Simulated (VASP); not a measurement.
A run of VASP 6.6.1:

Contents of INCAR:

```
SYSTEM = CdF2
PREC = Accurate
ENCUT = 520
EDIFF = 1E-6
ISMEAR = 0
SIGMA = 0.05
LREAL = .False.
LASPH = .True.
NELM = 80
ALGO = Normal
ISIF = 2
LWAVE = .False.
LCHARG = .False.
GGA = PS
NBANDS = 20
```

Contents of KPOINTS:

```
regular mesh
0
Gamma
  8 8 8
  0 0 0
```

The input POSCAR:

```
CdF2
1.0
   -0.5838279476      2.4359717814      2.4359717814
    2.4359717814     -0.5838279476      2.4359717814
    2.4359717814      2.4359717814     -0.5838279476
Cd F
1 2
Direct
    0.0000000000      0.0000000000      0.0000000000
    0.2500000000      0.2500000000      0.2500000000
    0.7500000000      0.7500000000      0.7500000000
```

Potentials or basis: VASP PAW PBE potentials, release 64 (Cd, F).

The run is started by

```console
$ cat potpaw_PBE.64/Cd/POTCAR potpaw_PBE.64/F/POTCAR > POTCAR
$ mpirun -np 1 vasp_std > vasp.out
```

Hardware: 1 thread of Intel(R) Xeon(R) Platinum 8559C (Emerald Rapids), with other jobs on the host.

Question: Estimate the wall time of this run.

Answer: Wall time 21 s on 1 thread of Intel(R) Xeon(R) Platinum 8559C (Emerald Rapids) (shared host), peak memory 0.18 GiB. Counts: scf iterations 14, k points 65.
